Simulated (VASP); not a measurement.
A run of VASP 6.6.1:

File INCAR:

```
SYSTEM = Si2Mo
PREC     = Accurate       ! precision mode
ENCUT    = 500            ! plane-wave cutoff, eV
EDIFF    = 1E-7           ! SCF threshold, eV
ISMEAR   = -1             ! smearing method
SIGMA    = 0.05           ! smearing width, eV
LREAL    = .FALSE.        ! projectors in reciprocal space
LASPH    = .TRUE.         ! aspherical terms in the spheres
NELM     = 200            ! most SCF steps
ALGO     = Normal         ! electronic algorithm
ISIF     = 3              ! what is computed and relaxed
LWAVE    = .FALSE.        ! write WAVECAR
LCHARG   = .FALSE.        ! write CHGCAR
LMAXMIX  = 4              ! l up to which the mixer works
LDAU     = .TRUE.         ! DFT+U
LDAUTYPE = 2            
LDAUL    = 2 -1           ! shell
LDAUU    = 3 0            ! U, eV
LDAUJ    = 0 0          
LDAUPRINT= 1            
GGA      = PS             ! functional
IBRION   = 2              ! ionic algorithm
NSW      = 60             ! ionic steps
EDIFFG   = -0.01          ! ionic threshold
GGA_COMPAT= .FALSE.      
NELMIN   = 4
```

KPOINTS

```
Automatic mesh
0
G
  7 7 4
  0 0 0
```

POSCAR

```
Si2Mo
1.0
    4.5854715599      0.0000000000      0.0000000000
   -2.2927357800      3.9711348592      0.0000000000
    0.0000000000      0.0000000000      6.5797601000
Mo Si
3 6
Direct
    0.5000000000      0.5000000000      0.8333333333
    0.0000000000      0.5000000000      0.1666666667
    0.5000000000      0.0000000000      0.5000000000
    0.1638729800      0.3277459600      0.5000000000
    0.6722540400      0.8361270200      0.1666666667
    0.8361270200      0.1638729800      0.8333333333
    0.8361270200      0.6722540400      0.5000000000
    0.3277459600      0.1638729800      0.1666666667
    0.1638729800      0.8361270200      0.8333333333
```

Potentials or basis: VASP PAW PBE potentials, release 64 (Mo_sv, Si).

Run with:

```console
$ cat potpaw_PBE.64/Mo_sv/POTCAR potpaw_PBE.64/Si/POTCAR > POTCAR
$ mpirun -np 1 vasp_std > vasp.out
```

Hardware: 1 thread of Oxide Virtual Turin-like Processor, on a shared host.

Estimate the wall time of this run.

It took 3.3 min on 1 thread of Oxide Virtual Turin-like Processor, with other jobs on the host, peak memory 0.25 GiB. Counts: scf iterations 43, k points 24, ion steps 5.
